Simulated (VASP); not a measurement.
# Sb (R-3m) in VASP: notebook

Runs on Sb. Level: PBEsol. Tasks: single point, relaxation of cell and atoms.

All numbers are computed with VASP 6.6.1; they aren't measurements. Logs are shortened: lines on timing, memory, paths and dates and some standing lists are left out, and cuts for length are marked.

## (1) The cell of the first run

The structure is trigonal, space group R-3m (No. 166). Conventional cell: a = 4.308 Å, b = 4.308 Å, c = 11.274 Å, α = 90.00°, β = 90.00°, γ = 120.00°. Sb (site symmetry 3m) has 6 Sb at 2.91 to 3.35 Å within 3.8 Å.

## (2) Single point, PBEsol

Input file INCAR:

```
PREC = Accurate
ENCUT = 520
EDIFF = 1E-7
ISMEAR = 0
SIGMA = 0.1
LREAL = False
LASPH = True
NELM = 100
ALGO = Normal
ISIF = 2
LWAVE = False
LCHARG = True
GGA = PS
LELF = True
LVHAR = True
NBANDS = 12
```

Input file KPOINTS:

```
regular mesh
0
Gamma
  6 6 6
```

Input file POSCAR:

```
Sb
1.0
    2.1542000000      1.2437279499      3.7580000000
   -2.1542000000      1.2437279499      3.7580000000
    0.0000000000     -2.4874558998      3.7580000000
Sb
2
Direct
    0.2334900000      0.2334900000      0.2334900000
    0.7665100000      0.7665100000      0.7665100000
```

Potentials or basis: VASP PAW PBE potentials, release 64 (Sb).

The run is started by

```console
$ cat potpaw_PBE.64/Sb/POTCAR > POTCAR
$ mpirun -np 1 vasp_std > vasp.out
```

OUTCAR:

```text
PREC = Accurate
   ENCUT = 520
   EDIFF = 1E-7
   ISMEAR = 0
   LREAL = False
   LASPH = True
   NELM = 100
   ISIF = 2
   GGA = PS

 ion  position               nearest neighbor table
   1  0.233  0.233  0.233-   2 2.91   2 2.91   2 2.91   2 3.35   2 3.35   2 3.35
   2  0.767  0.767  0.767-   1 2.91   1 2.91   1 2.91   1 3.35   1 3.35   1 3.35

  LATTYP: Found a trigonal (rhomboedric) cell.
 ALAT       =     4.5066618304
 COS(alpha) =     0.5430253624

  Lattice vectors:

 A1 = (   2.1542000000,   1.2437279499,   3.7580000000)
 A2 = (  -2.1542000000,   1.2437279499,   3.7580000000)
 A3 = (   0.0000000000,  -2.4874558998,   3.7580000000)

Analysis of symmetry for initial positions (statically):
=====================================================================
 Subroutine PRICEL returns:
 Original cell was already a primitive cell.

 Routine SETGRP: Setting up the symmetry group for a
 trigonal (rhombohedral) supercell.

 Subroutine GETGRP returns: Found 12 space group operations
 (whereof 12 operations were pure point group operations)
 out of a pool of 12 trial point group operations.

The static configuration has the point symmetry D_3d.

Analysis of symmetry for dynamics (positions and initial velocities):
=====================================================================
 Subroutine PRICEL returns:
 Original cell was already a primitive cell.

 Routine SETGRP: Setting up the symmetry group for a
 trigonal (rhombohedral) supercell.

 Subroutine GETGRP returns: Found 12 space group operations
 (whereof 12 operations were pure point group operations)
 out of a pool of 12 trial point group operations.

The dynamic configuration has the point symmetry D_3d.

 Subroutine INISYM returns: Found 12 space group operations
 (whereof 12 operations are pure point group operations),
 and found     1 'primitive' translations

----------------------------------------------------------------------------------------

                                     Primitive cell

  volume of cell :      60.4115

  direct lattice vectors                    reciprocal lattice vectors
     2.154200000  1.243727950  3.758000000     0.232104726  0.134005726  0.088699663
    -2.154200000  1.243727950  3.758000000    -0.232104726  0.134005726  0.088699663
     0.000000000 -2.487455900  3.758000000     0.000000000 -0.268011452  0.088699663

  length of vectors
     4.506661830  4.506661830  4.506661830     0.282307932  0.282307932  0.282307932

  position of ions in fractional coordinates (direct lattice)
     0.233490000  0.233490000  0.233490000
     0.766510000  0.766510000  0.766510000

  ion indices of the primitive-cell ions
   primitive index   ion index
                 1           1
                 2           2

----------------------------------------------------------------------------------------

 KPOINTS: regular mesh

Automatic generation of k-mesh.
 Grid dimensions read from file:
 generate k-points for:    6    6    6

 Generating k-lattice:

  Cartesian coordinates                     Fractional coordinates (reciprocal lattice)
     0.038684121  0.022334288  0.014783277     0.166666667  0.000000000  0.000000000
    -0.038684121  0.022334288  0.014783277     0.000000000  0.166666667  0.000000000
     0.000000000 -0.044668575  0.014783277     0.000000000  0.000000000  0.166666667

  Length of vectors
     0.047051322  0.047051322  0.047051322

  Shift w.r.t. Gamma in fractional coordinates (k-lattice)
     0.000000000  0.000000000  0.000000000

 Subroutine IBZKPT returns following result:
 ===========================================

 Found     32 irreducible k-points:

 Following reciprocal coordinates:
            Coordinates               Weight
  0.000000  0.000000  0.000000      1.000000
  0.166667 -0.000000 -0.000000      6.000000
  0.333333 -0.000000 -0.000000      6.000000
  0.500000 -0.000000  0.000000      3.000000
  0.166667  0.166667 -0.000000      6.000000
  0.333333  0.166667  0.000000     12.000000
[... 16 lines left out ...]
  0.500000  0.500000  0.166667      6.000000
 -0.333333  0.500000  0.166667     12.000000
 [... further k-points ...]
   k-points           NKPTS =     32   k-points in BZ     NKDIM =     32   number of bands    NBANDS=     12
   number of dos      NEDOS =    301   number of ions     NIONS =      2
   total plane-waves  NPLWV =  46656
   dimension x,y,z NGX =    36 NGY =   36 NGZ =   36
   dimension x,y,z NGXF=    72 NGYF=   72 NGZF=   72
   ions per type =               2
   NGX,Y,Z   is equivalent  to a cutoff of  13.28, 13.28, 13.28 a.u.
   NGXF,Y,Z  is equivalent  to a cutoff of  26.56, 26.56, 26.56 a.u.
 SYSTEM =  unknown system
   PREC   = accura    normal or accurate (medium, high low for compatibility)
   ISTART =      0    job   : 0-new  1-cont  2-samecut
   ICHARG =      2    charge: 1-file 2-atom 10-const
   ISPIN  =      1    spin polarized calculation?
   LNONCOLLINEAR =      F non collinear calculations
   LSORBIT =      F    spin-orbit coupling
   LASPH  =      T    aspherical Exc in radial PAW
   ENCUT  =  520.0 eV  38.22 Ry    6.18 a.u.   8.38  8.38  8.38*2*pi/ulx,y,z
   NELM   =    100;   NELMIN=  2; NELMDL= -5     # of ELM steps
   EDIFF  = 0.1E-06   stopping-criterion for ELM
   LREAL  =      F    real-space projection
   EDIFFG = 0.1E-05   stopping-criterion for IOM
   NSW    =      0    number of steps for IOM
   IBRION =     -1    ionic relax: 0-MD 1-quasi-New 2-CG
   NFREE  =      0    steps in history (QN), initial steepest desc. (CG)
   ISIF   =      2    stress and relaxation
   ISYM   =      2    0-nonsym 1-usesym 2-fastsym
   POTIM  = 0.5000    time-step for ionic-motion
   TEBEG  =    0.0;   TEEND  =   0.0 temperature during run
   PSTRESS=    0.0 pullay stress
   NELECT =      10.0000    total number of electrons
   NUPDOWN=      -1.0000    fix difference up-down
   EMIN   =  10.00;   EMAX   =-10.00  energy-range for DOS
   EFERMI =   0.00;   METHOD = LEGACY
   ISMEAR =     0;   SIGMA  =   0.10  broadening in eV -4-tet -1-fermi 0-gaus
   EFERMI_NEDOS =   21; number of points for ismear=-14 and -15
   IALGO  =     38    algorithm
   IMIX   =      4    mixing-type and parameters
     AMIX     =   0.40;   BMIX     =  1.00
     AMIX_MAG =   1.60;   BMIX_MAG =  1.00
  volume/ion in A,a.u.               =      30.21       203.84
  Fermi-wavevector in a.u.,A,eV,Ry     =   0.898880  1.698637 10.993305  0.807985
  Thomas-Fermi vector in A             =   2.021644
   LORBIT       =      0    0 simple, 1 ext, 2 COOP (PROOUT), +10 PAW based schemes
   GGA     = PS    functional components
   LHFCALC =     F    Hartree Fock is set to
   AEXX    =    0.0000 exact exchange contribution
   IVDW    =     0    specifies the selected vdW correction
   LEPSILON=     F    determine dielectric tensor
   LRPA    =     F    only Hartree local field effects (RPA)
 non-spin polarized calculation
 Gauss-broadening in eV      SIGMA  =   0.10
  energy-cutoff  :      520.00
  volume of cell :       60.41
 maximum number of plane-waves:      1639
 NGX is ok and might be reduce to    36
   NGX = 17   NGY = 17   NGZ = 17

 number of electron      10.0000000 magnetization

 Free energy of the ion-electron system (eV)
  ---------------------------------------------------
  ext. energy  EPLUGINS =         0.00000000
  ---------------------------------------------------
  free energy    TOTEN  =        -9.13067138 eV

  energy without entropy =       -9.12868080  energy(sigma->0) =       -9.12967609

 E-fermi :   7.1755     XC(G=0):  -9.6651

 val. band max:        6.8940823069   @ k =   0.5000  -0.0000   0.0000
 cond. band min:       7.1861765197   @ k =   0.3333   0.1667   0.1667
 fundamental gap:      0.2920942127
 Fermi energy:         7.1755299484

 k-point     1 :       0.0000    0.0000    0.0000
  band No.  band energies     occupation
      1      -5.6004      2.00000
      2       2.3235      2.00000
      3       5.0746      2.00000
      4       5.3478      2.00000
      5       5.3478      2.00000
      6       9.1967      0.00000
      7       9.8297      0.00000
      8       9.8297      0.00000
      9      12.1970      0.00000
     10      12.1970      0.00000
     11      12.3466      0.00000
     12      13.6091      0.00000

 k-point     2 :       0.1667   -0.0000   -0.0000
  band No.  band energies     occupation
      1      -5.2939      2.00000
      2       1.1467      2.00000
      3       5.1159      2.00000
      4       5.2809      2.00000
      5       5.7682      2.00000
      6       8.9117      0.00000
      7       9.1150      0.00000
      8       9.1670      0.00000
      9      11.6163      0.00000
     10      12.1443      0.00000
     11      12.4833      0.00000
     12      15.4012      0.00000

 k-point     3 :       0.3333   -0.0000   -0.0000
  band No.  band energies     occupation
      1      -4.3934      2.00000
      2      -0.9041      2.00000
      3       5.1890      2.00000
      4       5.2053      2.00000
      5       6.2963      2.00000
      6       7.8071      0.00000
      7       7.8845      0.00000
      8       8.0906      0.00000
      9      12.7235      0.00000
     10      13.5420      0.00000
     11      14.0710      0.00000
     12      17.6243      0.00000
[... 286 lines left out ...]
 k-point    23 :       0.5000    0.5000    0.1667
  band No.  band energies     occupation
      1      -3.5279      2.00000
      2      -0.9927      2.00000
      3       1.9845      2.00000
      4       3.8086      2.00000
      5       4.1870      2.00000
      6       9.3012      0.00000
      7      10.9176      0.00000
      8      11.8681      0.00000
      9      12.8507      0.00000
     10      15.9209      0.00000
     11      16.2774      0.00000
     12      16.8330      0.00000

 k-point    24 :      -0.3333    0.5000    0.1667
  band No.  band energies     occupation
      1      -2.9363      2.00000
      2      -1.5641      2.00000
      3       1.8058      2.00000
      4       2.7036      2.00000
      5       5.2957      2.00000
      6       9.0642      0.00000
      7      10.3744      0.00000
      8      12.7844      0.00000
      9      13.0643      0.00000
     10      14.1515      0.00000
     11      16.9212      0.00000
     12      17.7517      0.00000

 [... further k-points ...]

------------------------ aborting loop because EDIFF is reached ----------------------------------------

  FORCE on cell =-STRESS in cart. coord.  units (eV):
  Direction    XX          YY          ZZ          XY          YZ          ZX
  --------------------------------------------------------------------------------------
  -------------------------------------------------------------------------------------
  Total        0.1449941      0.1449941      0.0127395      0.0000000     -0.0000000      0.0000000
  in kB        3.8453996      3.8453996      0.3378650      0.0000000     -0.0000000      0.0000000
  external PRESSURE =       2.6762214 kB  Pullay stress =       0.0000000 kB

 VOLUME and BASIS-vectors are now :
 -----------------------------------------------------------------------------
  energy-cutoff  :      520.00
  volume of cell :       60.41
      direct lattice vectors                 reciprocal lattice vectors
     2.154200000  1.243727950  3.758000000     0.232104726  0.134005726  0.088699663
    -2.154200000  1.243727950  3.758000000    -0.232104726  0.134005726  0.088699663
     0.000000000 -2.487455900  3.758000000     0.000000000 -0.268011452  0.088699663

 POSITION                                       TOTAL-FORCE (eV/Angst)
 -----------------------------------------------------------------------------------
      0.00000      0.00000      2.63237         0.000000      0.000000      0.066987
      0.00000      0.00000      8.64163         0.000000      0.000000     -0.066987
 -----------------------------------------------------------------------------------
    total drift:                                0.000000     -0.000000     -0.000000

  FREE ENERGIE OF THE ION-ELECTRON SYSTEM (eV)
  ---------------------------------------------------
  free  energy   TOTEN  =        -9.1306713818 eV

  energy  without entropy=       -9.1286807960  energy(sigma->0) =       -9.12967609
```

Wall time 30 s (1 thread of Intel Xeon Platinum 8375C at 2.90GHz (Ice Lake), shared host); peak memory 0.2 GiB.

What came out:

| Property | Result |
| --- | --- |
| Free energy | -9.1307 eV |
| Pressure | 0.3 GPa |
| Largest force | 0.067 eV/Å |
| Band gap on the k mesh | zero (bands 5 and 6 overlap by 0.29 eV) |

Forces on the atoms (eV/Å):
```
Sb   0.000  0.000  0.067
Sb   0.000  0.000 -0.067
```

Caveat: the PAW data sets were made with another functional, which shifts forces and pressure a little; spin-orbit coupling is left out, which moves the levels of the heavy elements.

## (3) Single point, PBEsol

This run uses another cell than the first one, of 29.70 Å³/atom.

Input file INCAR:

```
PREC = Accurate ; ENCUT = 520
EDIFF = 1E-6 ; ISMEAR = -1
SIGMA = 0.15 ; LREAL = False
LASPH = True ; NELM = 100
ALGO = Normal ; ISIF = 2
LWAVE = False ; LCHARG = False
GGA = PS ; NBANDS = 12
```

Input file KPOINTS:

```
Automatic mesh
0
Gamma
  12 12 12
```

Input file POSCAR:

```
Sb
1.0
    2.1580243715      1.2459359518      3.6816800751
   -2.1580243715      1.2459359518      3.6816800751
    0.0000000000     -2.4918719036      3.6816800751
Sb
2
Direct
    0.2365647118      0.2365647118      0.2365647118
    0.7634352882      0.7634352882      0.7634352882
```

Potentials or basis: VASP PAW PBE potentials, release 64 (Sb).

The run is started by

```console
$ cat potpaw_PBE.64/Sb/POTCAR > POTCAR
$ mpirun -np 1 vasp_std > vasp.out
```

OUTCAR:

```text
PREC = Accurate
   ENCUT = 520
   EDIFF = 1E-6
   ISMEAR = -1
   LREAL = False
   LASPH = True
   NELM = 100
   ISIF = 2
   GGA = PS

 ion  position               nearest neighbor table
   1  0.237  0.237  0.237-   2 2.93   2 2.93   2 2.93   2 3.28   2 3.28   2 3.28
   2  0.763  0.763  0.763-   1 2.93   1 2.93   1 2.93   1 3.28   1 3.28   1 3.28

  LATTYP: Found a trigonal (rhomboedric) cell.
 ALAT       =     4.4456938445
 COS(alpha) =     0.5287367403

  Lattice vectors:

 A1 = (   2.1580243715,   1.2459359518,   3.6816800751)
 A2 = (  -2.1580243715,   1.2459359518,   3.6816800751)
 A3 = (   0.0000000000,  -2.4918719036,   3.6816800751)

Analysis of symmetry for initial positions (statically):
=====================================================================
 Subroutine PRICEL returns:
 Original cell was already a primitive cell.

 Routine SETGRP: Setting up the symmetry group for a
 trigonal (rhombohedral) supercell.

 Subroutine GETGRP returns: Found 12 space group operations
 (whereof 12 operations were pure point group operations)
 out of a pool of 12 trial point group operations.

The static configuration has the point symmetry D_3d.

Analysis of symmetry for dynamics (positions and initial velocities):
=====================================================================
 Subroutine PRICEL returns:
 Original cell was already a primitive cell.

 Routine SETGRP: Setting up the symmetry group for a
 trigonal (rhombohedral) supercell.

 Subroutine GETGRP returns: Found 12 space group operations
 (whereof 12 operations were pure point group operations)
 out of a pool of 12 trial point group operations.

The dynamic configuration has the point symmetry D_3d.

 Subroutine INISYM returns: Found 12 space group operations
 (whereof 12 operations are pure point group operations),
 and found     1 'primitive' translations

----------------------------------------------------------------------------------------
[... 121 lines left out ...]
   IVDW    =     0    specifies the selected vdW correction
   LEPSILON=     F    determine dielectric tensor
   LRPA    =     F    only Hartree local field effects (RPA)
 non-spin polarized calculation
  energy-cutoff  :      520.00
  volume of cell :       59.39
 maximum number of plane-waves:      1614
 NGX is ok and might be reduce to    36
   NGX = 17   NGY = 17   NGZ = 17

 number of electron      10.0000000 magnetization

 Free energy of the ion-electron system (eV)
  ---------------------------------------------------
  ext. energy  EPLUGINS =         0.00000000
  ---------------------------------------------------
  free energy    TOTEN  =        -9.13153125 eV

  energy without entropy =       -9.09250061  energy(sigma->0) =       -9.11201593

 E-fermi :   7.2060     XC(G=0):  -9.7482

 val. band max:        7.1677517960   @ k =   0.2500   0.2500   0.1667
 cond. band min:       7.2406283359   @ k =   0.5000   0.5000   0.5000
 fundamental gap:      0.0728765399
 Fermi energy:         7.2060001714

 k-point     1 :       0.0000    0.0000    0.0000
  band No.  band energies     occupation
      1      -5.4708      2.00000
      2       2.6059      2.00000
      3       5.3056      1.99999
      4       5.4976      1.99998
      5       5.4976      1.99998
      6       9.6751      0.00000
      7      10.1390      0.00000
      8      10.1390      0.00000
      9      12.2244      0.00000
     10      12.2244      0.00000
     11      12.3413      0.00000
     12      13.8000      0.00000
[... 331 lines left out ...]
 k-point    24 :      -0.4167    0.1667    0.0000
  band No.  band energies     occupation
      1      -2.8931      2.00000
      2      -2.2236      2.00000
      3       3.5971      2.00000
      4       5.1403      2.00000
      5       5.5886      1.99996
      6       8.2135      0.00242
      7       8.6466      0.00013
      8      10.4492      0.00000
      9      13.9070      0.00000
     10      14.3009      0.00000
     11      14.9638      0.00000
     12      17.5726      0.00000

 [... further k-points ...]

------------------------ aborting loop because EDIFF is reached ----------------------------------------

  FORCE on cell =-STRESS in cart. coord.  units (eV):
  Direction    XX          YY          ZZ          XY          YZ          ZX
  --------------------------------------------------------------------------------------
  -------------------------------------------------------------------------------------
  Total        0.0698368      0.0698368      0.0496172      0.0000000      0.0000000      0.0000000
  in kB        1.8838465      1.8838465      1.3384236      0.0000000      0.0000000      0.0000000
  external PRESSURE =       1.7020388 kB  Pullay stress =       0.0000000 kB

 VOLUME and BASIS-vectors are now :
 -----------------------------------------------------------------------------
  energy-cutoff  :      520.00
  volume of cell :       59.39
      direct lattice vectors                 reciprocal lattice vectors
     2.158024371  1.245935952  3.681680075     0.231693398  0.133768246  0.090538376
    -2.158024371  1.245935952  3.681680075    -0.231693398  0.133768246  0.090538376
     0.000000000 -2.491871904  3.681680075     0.000000000 -0.267536492  0.090538376

 POSITION                                       TOTAL-FORCE (eV/Angst)
 -----------------------------------------------------------------------------------
      0.00000      0.00000      2.61287         0.000000     -0.000000      0.047098
      0.00000      0.00000      8.43217         0.000000      0.000000     -0.047098
 -----------------------------------------------------------------------------------
    total drift:                                0.000000     -0.000000      0.000000

  FREE ENERGIE OF THE ION-ELECTRON SYSTEM (eV)
  ---------------------------------------------------
  free  energy   TOTEN  =        -9.1315312488 eV

  energy  without entropy=       -9.0925006127  energy(sigma->0) =       -9.11201593
```

Wall time 2.1 min (1 thread of Intel Xeon Platinum 8375C at 2.90GHz (Ice Lake), shared host); peak memory 0.27 GiB.

What came out:

```
Free energy            : -9.1315 eV
Pressure               : 0.2 GPa
Largest force          : 0.047 eV/Å
Band gap on the k mesh : zero (bands 5 and 6 overlap by 0.27 eV)
```

Forces in eV/Å, atoms in the order of the input:
```
Sb   0.000  0.000  0.047
Sb   0.000  0.000 -0.047
```

Caveat: the PAW data sets were made with another functional, which shifts forces and pressure a little; spin-orbit coupling is left out, which moves the levels of the heavy elements.

(Part 1 of 2 ends here.)
